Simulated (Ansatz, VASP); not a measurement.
**Hg: VASP beside Ansatz**

File INCAR:

```
ALGO = Normal ; EDIFF = 1E-6
ENCUT = 550 ; GGA_COMPAT = False
ISIF = 2 ; ISMEAR = -1
LASPH = True ; LCHARG = True
LELF = True ; LREAL = False
LVHAR = True ; LWAVE = False
NBANDS = 27 ; NELM = 120
PREC = Accurate ; SIGMA = 0.01
```

KPOINTS

```
k-points
0
Gamma
  10 10 5
```

Contents of POSCAR:

```
Hg
1.0
    3.0726640000      0.0000000000      0.0000000000
    1.5363270000      2.6610080000      0.0000000000
    0.0000000000      0.0000000000      5.7945290000
Hg
2
Direct
    0.6666600000      0.6666700000      0.2500000000
    0.3333300000      0.3333300000      0.7500000000
```

Input for Ansatz:

```yaml
crystal:
  lattice:
    - [3.072664, 0.0, 0.0]
    - [1.536327, 2.661008, 0.0]
    - [0.0, 0.0, 5.794529]
  atoms:
    - { symbol: Hg, position: [0.66666, 0.66667, 0.25] }
    - { symbol: Hg, position: [0.33333, 0.33333, 0.75] }
  symmetry: { tolerance: 0.0003 }
kpoints:
  mp_grid: { grid: [10, 10, 5], shift: [0, 0, 0] }
magnetization:
  spin_polarized: false
scf:
  occupations: { method: fermi_dirac, width: 0.01 }
  lower_state_search: "off"
  max_iter: 200
hamiltonian:
  pseudopotentials: { kind: paw }
  xc: lda
basis:
  ecutwfc: 420
  fft_grid_basis: typed
output:
  forces: true
  stress: true
  eigenvalues: true
  bader: true
  populations: true
  elf: true
  write_potential: true
  volumetric_format: npy
  dos:
    e_range: [-12, 8]
    de: 0.05
    projected: { site_lists: { Hg: [Hg] } }
checkpoint:
  read: saved_state
```

Alike in both runs: task single point; functional LDA; k mesh 10 × 10 × 5; occupations fermi-dirac, width 0.01 eV; no spin polarisation.

|  | VASP | Ansatz |
| --- | --- | --- |
| version | VASP 6.6.1 | Ansatz 0.2.0 |
| potentials or method | VASP PAW LDA potentials, release 64 (Hg_sv_GW), cutoff 550 eV | PAW plane waves |
| valence electrons in the cell | 40 | 40 |

```tsv
	VASP	Ansatz	Ansatz less VASP
pressure (GPa)	-1.9	-1.7	+0.17
traceless stress, the component that is largest in VASP (GPa)	-1.82	-1.68	+0.146
```

LDA's correlation is that of Perdew and Zunger in VASP and of Perdew and Wang (1992) in Ansatz. Ansatz's warnings: structure snapped to symmetry.

Neither program's run includes spin-orbit coupling.
